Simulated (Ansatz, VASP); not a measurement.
# TaN: VASP beside Ansatz

```
CELL_PARAMETERS angstrom
0.00000 1.90324 1.90324
1.90324 0.00000 1.90324
1.90324 1.90324 0.00000
ATOMIC_POSITIONS crystal
Ta 0.00000 0.00000 0.00000
N 0.50000 0.50000 0.50000
```

Change from the starting cell: volume scaled by 0.64, LAPW.

Alike in both runs: task single point; functional PBE; k mesh 15 × 15 × 15; occupations fermi-dirac, width 0.08 eV; no spin polarisation.

|  | VASP | Ansatz |
| --- | --- | --- |
| version | VASP 6.6.1 | Ansatz 0.2.0 |
| potentials or method | VASP PAW PBE potentials, release 64 (Ta_pv, N), cutoff 520 eV | all-electron LAPW, scalar-relativistic |

Ansatz gave:

| Item | Value |
| --- | --- |
| pressure (GPa) | 381.9 |

Question: What did VASP give for the same quantities?

Answer: Pressure (GPa): 396.6.

Both programs put the cell under a high pressure, so it lies far from rest at this level. Ansatz ran all-electron here, and VASP with PAW potentials.

Spin-orbit coupling is off throughout. Noted on VASP's run: the cell as given lies far from equilibrium.
